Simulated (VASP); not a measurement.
# PbSe (Fm-3m) in VASP: further runs, part 2 of 3

VASP 6.6.1. Earlier steps stand in the parts before.

### 3 Electric field gradients, PBEsol (volume scaled by 0.96)

Contents of INCAR:

```
ALGO = Normal
EDIFF = 1E-8
ENCUT = 520
GGA = PS
ISIF = 2
ISMEAR = -1
LASPH = True
LCHARG = False
LEFG = True
LREAL = False
LWAVE = False
NBANDS = 17
NELM = 60
PREC = Accurate
SIGMA = 0.02
```

Contents of KPOINTS:

```
k-points
0
Gamma
  7 7 7
```

Contents of POSCAR:

```
PbSe
1.0
    0.0000000000      3.0207645214      3.0207645214
    3.0207645214      0.0000000000      3.0207645214
    3.0207645214      3.0207645214      0.0000000000
Pb Se
1 1
Direct
    0.0000000000      0.0000000000      0.0000000000
    0.5000000000      0.5000000000      0.5000000000
```

Potentials or basis: VASP PAW PBE potentials, release 64 (Pb_d, Se).

Launch:

```
$ cat potpaw_PBE.64/Pb_d/POTCAR potpaw_PBE.64/Se/POTCAR > POTCAR
$ mpirun -np 1 vasp_std > vasp.out
```

OUTCAR:

```text
EDIFF = 1E-8
   ENCUT = 520
   GGA = PS
   ISIF = 2
   ISMEAR = -1
   LASPH = True
   LREAL = False
   NELM = 60
   PREC = Accurate

 ion  position               nearest neighbor table
   1  0.000  0.000  0.000-   2 3.02   2 3.02   2 3.02   2 3.02   2 3.02   2 3.02
   2  0.500  0.500  0.500-   1 3.02   1 3.02   1 3.02   1 3.02   1 3.02   1 3.02

  LATTYP: Found a face centered cubic cell.
 ALAT       =     6.0415290428

  Lattice vectors:

 A1 = (   0.0000000000,   3.0207645214,   3.0207645214)
 A2 = (   3.0207645214,   0.0000000000,   3.0207645214)
 A3 = (   3.0207645214,   3.0207645214,   0.0000000000)

Analysis of symmetry for initial positions (statically):
=====================================================================
 Subroutine PRICEL returns:
 Original cell was already a primitive cell.

 Routine SETGRP: Setting up the symmetry group for a
 face centered cubic supercell.

 Subroutine GETGRP returns: Found 48 space group operations
 (whereof 48 operations were pure point group operations)
 out of a pool of 48 trial point group operations.

The static configuration has the point symmetry O_h .

Analysis of symmetry for dynamics (positions and initial velocities):
=====================================================================
 Subroutine PRICEL returns:
 Original cell was already a primitive cell.

 Routine SETGRP: Setting up the symmetry group for a
 face centered cubic supercell.

 Subroutine GETGRP returns: Found 48 space group operations
 (whereof 48 operations were pure point group operations)
 out of a pool of 48 trial point group operations.
[... 151 lines left out ...]
  band No.  band energies     occupation
      1     -11.4124      2.00000
      2     -11.4124      2.00000
      3     -11.4116      2.00000
      4     -11.4116      2.00000
      5     -11.4116      2.00000
      6      -8.5469      2.00000
[... 377 lines left out ...]
      4     -11.3887      2.00000
      5     -11.3611      2.00000
      6      -6.9412      2.00000
[... 9 lines left out ...]
     16      16.9824      0.00000
     17      17.5653      0.00000

------------------------ aborting loop because EDIFF is reached ----------------------------------------

  FORCE on cell =-STRESS in cart. coord.  units (eV):
  Direction    XX          YY          ZZ          XY          YZ          ZX
  --------------------------------------------------------------------------------------
  -------------------------------------------------------------------------------------
  Total        0.5661229      0.5661229      0.5661229     -0.0000000      0.0000000      0.0000000
  in kB       16.4528320     16.4528320     16.4528320     -0.0000000      0.0000000      0.0000000
  external PRESSURE =      16.4528320 kB  Pullay stress =       0.0000000 kB

 VOLUME and BASIS-vectors are now :
 -----------------------------------------------------------------------------
  energy-cutoff  :      520.00
  volume of cell :       55.13
      direct lattice vectors                 reciprocal lattice vectors
     0.000000000  3.020764521  3.020764521    -0.165521012  0.165521012  0.165521012
     3.020764521  0.000000000  3.020764521     0.165521012 -0.165521012  0.165521012
     3.020764521  3.020764521  0.000000000     0.165521012  0.165521012 -0.165521012

 POSITION                                       TOTAL-FORCE (eV/Angst)
 -----------------------------------------------------------------------------------
      0.00000      0.00000      0.00000        -0.000000     -0.000000      0.000000
      3.02076      3.02076      3.02076         0.000000      0.000000     -0.000000
 -----------------------------------------------------------------------------------
    total drift:                                0.000000     -0.000000     -0.000000

  FREE ENERGIE OF THE ION-ELECTRON SYSTEM (eV)
  ---------------------------------------------------
  free  energy   TOTEN  =        -8.9114433362 eV

  energy  without entropy=       -8.9114433361  energy(sigma->0) =       -8.91144334

 Electric field gradients (V/A^2)
---------------------------------------------------------------------
 ion       V_xx      V_yy      V_zz      V_xy      V_xz      V_yz
---------------------------------------------------------------------
   1      -0.000    -0.000    -0.000    -0.001    -0.001    -0.001
   2       0.000    -0.000     0.000    -0.000    -0.000    -0.000
---------------------------------------------------------------------

 Electric field gradients after diagonalization (V/A^2)
 (convention: |V_zz| > |V_xx| > |V_yy|)
----------------------------------------------------------------------
 ion       V_xx      V_yy      V_zz     asymmetry (V_yy - V_xx)/ V_zz
----------------------------------------------------------------------
   1       0.001     0.001    -0.001       0.000
   2       0.000     0.000    -0.000       0.000
----------------------------------------------------------------------

           NMR quadrupolar parameters

 Cq : quadrupolar parameter    Cq=e*Q*V_zz/h
 eta: asymmetry parameters     (V_yy - V_xx)/ V_zz
 Q  : nuclear electric quadrupole moment in mb (millibarn)
----------------------------------------------------------------------
 ion       Cq(MHz)       eta       Q (mb)
----------------------------------------------------------------------
   1      -0.000       0.000       1.000
   2      -0.000       0.000       1.000
----------------------------------------------------------------------
```

Wall time 9.3 s (1 thread of Intel Xeon 6975P-C (Granite Rapids), shared host); peak memory 0.18 GiB.

Results:

```
Free energy : -8.9114 eV
Pressure    : 1.6 GPa
```

Caveat: this odd mesh misses L, where the gap lies, so gap, dielectric constants and Born charges aren't listed; without QUAD_EFG the Cq values of the log hold for a quadrupole moment of 1 mb, not for the nuclei; the PAW data sets were made with another functional, which shifts forces and pressure a little; spin-orbit coupling is left out, which moves the levels of the heavy elements.

### 4 Electric field gradients, PBEsol (volume scaled by 0.96)

Contents of INCAR:

```
SYSTEM = PbSe
ALGO = Normal
EDIFF = 1E-8
ENCUT = 520
GGA = PS
ISIF = 2
ISMEAR = -1
LASPH = .TRUE.
LCHARG = .FALSE.
LEFG = .TRUE.
LREAL = .FALSE.
LWAVE = .FALSE.
NBANDS = 17
NELM = 80
PREC = Accurate
SIGMA = 0.02
```

Contents of KPOINTS:

```
k-points
0
G
  7 7 7
  0 0 0
```

POSCAR is that of step 3.

Potentials or basis: VASP PAW PBE potentials, release 64 (Pb_d, Se).

Launch:

```
$ cat potpaw_PBE.64/Pb_d/POTCAR potpaw_PBE.64/Se/POTCAR > POTCAR
$ mpirun -np 1 vasp_std > vasp.out
```

OUTCAR:

```text
SYSTEM = PbSe
   EDIFF = 1E-8
   ENCUT = 520
   GGA = PS
   ISIF = 2
   ISMEAR = -1
   LASPH = .TRUE.
   LREAL = .FALSE.
   NELM = 80
   PREC = Accurate

 ion  position               nearest neighbor table
   1  0.000  0.000  0.000-   2 3.02   2 3.02   2 3.02   2 3.02   2 3.02   2 3.02
   2  0.500  0.500  0.500-   1 3.02   1 3.02   1 3.02   1 3.02   1 3.02   1 3.02

  LATTYP: Found a face centered cubic cell.
 ALAT       =     6.0415290428

  Lattice vectors:

 A1 = (   0.0000000000,   3.0207645214,   3.0207645214)
 A2 = (   3.0207645214,   0.0000000000,   3.0207645214)
 A3 = (   3.0207645214,   3.0207645214,   0.0000000000)

Analysis of symmetry for initial positions (statically):
=====================================================================
 Subroutine PRICEL returns:
 Original cell was already a primitive cell.

 Routine SETGRP: Setting up the symmetry group for a
 face centered cubic supercell.

 Subroutine GETGRP returns: Found 48 space group operations
 (whereof 48 operations were pure point group operations)
 out of a pool of 48 trial point group operations.

The static configuration has the point symmetry O_h .

Analysis of symmetry for dynamics (positions and initial velocities):
=====================================================================
 Subroutine PRICEL returns:
 Original cell was already a primitive cell.

 Routine SETGRP: Setting up the symmetry group for a
 face centered cubic supercell.

 Subroutine GETGRP returns: Found 48 space group operations
 (whereof 48 operations were pure point group operations)
 out of a pool of 48 trial point group operations.

The dynamic configuration has the point symmetry O_h .

 Subroutine INISYM returns: Found 48 space group operations
 (whereof 48 operations are pure point group operations),
 and found     1 'primitive' translations

----------------------------------------------------------------------------------------

                                     Primitive cell

  volume of cell :      55.1291

  direct lattice vectors                    reciprocal lattice vectors
     0.000000000  3.020764521  3.020764521    -0.165521012  0.165521012  0.165521012
     3.020764521  0.000000000  3.020764521     0.165521012 -0.165521012  0.165521012
     3.020764521  3.020764521  0.000000000     0.165521012  0.165521012 -0.165521012

  length of vectors
     4.272006155  4.272006155  4.272006155     0.286690802  0.286690802  0.286690802

  position of ions in fractional coordinates (direct lattice)
     0.000000000  0.000000000  0.000000000
     0.500000000  0.500000000  0.500000000

  ion indices of the primitive-cell ions
   primitive index   ion index
                 1           1
                 2           2

----------------------------------------------------------------------------------------

 KPOINTS: k-points

Automatic generation of k-mesh.
 Grid dimensions read from file:
 generate k-points for:    7    7    7

[... 63 lines left out ...]
   NFREE  =      0    steps in history (QN), initial steepest desc. (CG)
   ISIF   =      2    stress and relaxation
   ISYM   =      2    0-nonsym 1-usesym 2-fastsym
   POTIM  = 0.5000    time-step for ionic-motion
   TEBEG  =    0.0;   TEEND  =   0.0 temperature during run
   PSTRESS=    0.0 pullay stress
   NELECT =      20.0000    total number of electrons
   NUPDOWN=      -1.0000    fix difference up-down
   EMIN   =  10.00;   EMAX   =-10.00  energy-range for DOS
   EFERMI =   0.00;   METHOD = LEGACY
   ISMEAR =    -1;   SIGMA  =   0.02  broadening in eV -4-tet -1-fermi 0-gaus
   EFERMI_NEDOS =   21; number of points for ismear=-14 and -15
   IALGO  =     38    algorithm
   IMIX   =      4    mixing-type and parameters
     AMIX     =   0.40;   BMIX     =  1.00
     AMIX_MAG =   1.60;   BMIX_MAG =  1.00
  volume/ion in A,a.u.               =      27.56       186.01
  Fermi-wavevector in a.u.,A,eV,Ry     =   1.167592  2.206430 18.548445  1.363272
  Thomas-Fermi vector in A             =   2.304091
   LORBIT       =      0    0 simple, 1 ext, 2 COOP (PROOUT), +10 PAW based schemes
   GGA     = PS    functional components
   LHFCALC =     F    Hartree Fock is set to
   AEXX    =    0.0000 exact exchange contribution
   IVDW    =     0    specifies the selected vdW correction
   LEPSILON=     F    determine dielectric tensor
   LRPA    =     F    only Hartree local field effects (RPA)
 non-spin polarized calculation
  energy-cutoff  :      520.00
  volume of cell :       55.13
 maximum number of plane-waves:      1498
   NGX = 15   NGY = 15   NGZ = 15

 number of electron      20.0000005 magnetization

 Free energy of the ion-electron system (eV)
  ---------------------------------------------------
  ext. energy  EPLUGINS =         0.00000000
  ---------------------------------------------------
  free energy    TOTEN  =        -8.91144334 eV

  energy without entropy =       -8.91144334  energy(sigma->0) =       -8.91144334

 E-fermi :   5.5112     XC(G=0):  -9.9023

 val. band max:        5.1112320294   @ k =   0.4286   0.0000   0.0000
 cond. band min:       5.9109842474   @ k =   0.4286   0.0000   0.0000
 fundamental gap:      0.7997522180
 Fermi energy:         5.5111977482

 k-point     1 :       0.0000    0.0000    0.0000
  band No.  band energies     occupation
      1     -11.4124      2.00000
      2     -11.4124      2.00000
      3     -11.4116      2.00000
      4     -11.4116      2.00000
      5     -11.4116      2.00000
      6      -8.5469      2.00000
[... 377 lines left out ...]
      4     -11.3887      2.00000
      5     -11.3611      2.00000
      6      -6.9412      2.00000
[... 9 lines left out ...]
     16      16.9824      0.00000
     17      17.5653      0.00000

------------------------ aborting loop because EDIFF is reached ----------------------------------------

  FORCE on cell =-STRESS in cart. coord.  units (eV):
  Direction    XX          YY          ZZ          XY          YZ          ZX
  --------------------------------------------------------------------------------------
  -------------------------------------------------------------------------------------
  Total        0.5661229      0.5661229      0.5661229     -0.0000000      0.0000000      0.0000000
  in kB       16.4528320     16.4528320     16.4528320     -0.0000000      0.0000000      0.0000000
  external PRESSURE =      16.4528320 kB  Pullay stress =       0.0000000 kB

 VOLUME and BASIS-vectors are now :
 -----------------------------------------------------------------------------
  energy-cutoff  :      520.00
  volume of cell :       55.13
      direct lattice vectors                 reciprocal lattice vectors
     0.000000000  3.020764521  3.020764521    -0.165521012  0.165521012  0.165521012
     3.020764521  0.000000000  3.020764521     0.165521012 -0.165521012  0.165521012
     3.020764521  3.020764521  0.000000000     0.165521012  0.165521012 -0.165521012

 POSITION                                       TOTAL-FORCE (eV/Angst)
 -----------------------------------------------------------------------------------
      0.00000      0.00000      0.00000        -0.000000     -0.000000      0.000000
      3.02076      3.02076      3.02076         0.000000      0.000000     -0.000000
 -----------------------------------------------------------------------------------
    total drift:                                0.000000     -0.000000     -0.000000

  FREE ENERGIE OF THE ION-ELECTRON SYSTEM (eV)
  ---------------------------------------------------
  free  energy   TOTEN  =        -8.9114433362 eV

  energy  without entropy=       -8.9114433361  energy(sigma->0) =       -8.91144334

 Electric field gradients (V/A^2)
---------------------------------------------------------------------
 ion       V_xx      V_yy      V_zz      V_xy      V_xz      V_yz
---------------------------------------------------------------------
   1      -0.000    -0.000    -0.000    -0.001    -0.001    -0.001
   2       0.000    -0.000     0.000    -0.000    -0.000    -0.000
---------------------------------------------------------------------

 Electric field gradients after diagonalization (V/A^2)
 (convention: |V_zz| > |V_xx| > |V_yy|)
----------------------------------------------------------------------
 ion       V_xx      V_yy      V_zz     asymmetry (V_yy - V_xx)/ V_zz
----------------------------------------------------------------------
   1       0.001     0.001    -0.001       0.000
   2       0.000     0.000    -0.000       0.000
----------------------------------------------------------------------

           NMR quadrupolar parameters

 Cq : quadrupolar parameter    Cq=e*Q*V_zz/h
 eta: asymmetry parameters     (V_yy - V_xx)/ V_zz
 Q  : nuclear electric quadrupole moment in mb (millibarn)
----------------------------------------------------------------------
 ion       Cq(MHz)       eta       Q (mb)
----------------------------------------------------------------------
   1      -0.000       0.000       1.000
   2      -0.000       0.000       1.000
----------------------------------------------------------------------
```

OSZICAR:

```text
N       E                     dE             d eps       ncg     rms          rms(c)
DAV:   1     0.159663703733E+03    0.15966E+03   -0.95202E+03   680   0.121E+03
DAV:   2     0.213123820964E+01   -0.15753E+03   -0.15083E+03   748   0.316E+02
DAV:   3    -0.890190340990E+01   -0.11033E+02   -0.10970E+02   899   0.886E+01
DAV:   4    -0.914581839408E+01   -0.24391E+00   -0.24376E+00   879   0.147E+01
DAV:   5    -0.915410687358E+01   -0.82885E-02   -0.82882E-02   916   0.262E+00    0.277E+00
DAV:   6    -0.891861838736E+01    0.23549E+00   -0.56176E-01  1053   0.571E+00    0.161E+00
DAV:   7    -0.891119119568E+01    0.74272E-02   -0.97541E-02   836   0.162E+00    0.824E-01
DAV:   8    -0.891172224678E+01   -0.53105E-03   -0.95961E-03   885   0.107E+00    0.109E-01
DAV:   9    -0.891143038691E+01    0.29186E-03   -0.20217E-03  1051   0.431E-01    0.428E-02
DAV:  10    -0.891144427511E+01   -0.13888E-04   -0.14018E-04   784   0.708E-02    0.152E-02
DAV:  11    -0.891144345579E+01    0.81932E-06   -0.26295E-05   930   0.505E-02    0.615E-03
DAV:  12    -0.891144332192E+01    0.13387E-06   -0.19566E-06   941   0.153E-02    0.121E-03
DAV:  13    -0.891144333795E+01   -0.16030E-07   -0.76944E-08   923   0.343E-03    0.888E-04
DAV:  14    -0.891144333620E+01    0.17453E-08   -0.31122E-08   754   0.912E-04
   1 F= -.89114433E+01 E0= -.89114433E+01  d E =-.816146E-10
```

It took 9.6 s on 1 thread of Intel Xeon 6975P-C (Granite Rapids), shared host; peak memory 0.18 GiB.

Results:

```
Free energy : -8.9114 eV
Pressure    : 1.6 GPa
```

Caveat: this odd mesh misses L, where the gap lies, so gap, dielectric constants and Born charges aren't listed; without QUAD_EFG the Cq values of the log hold for a quadrupole moment of 1 mb, not for the nuclei; the PAW data sets were made with another functional, which shifts forces and pressure a little; spin-orbit coupling is left out, which moves the levels of the heavy elements.

(Part 2 of 3 ends here.)
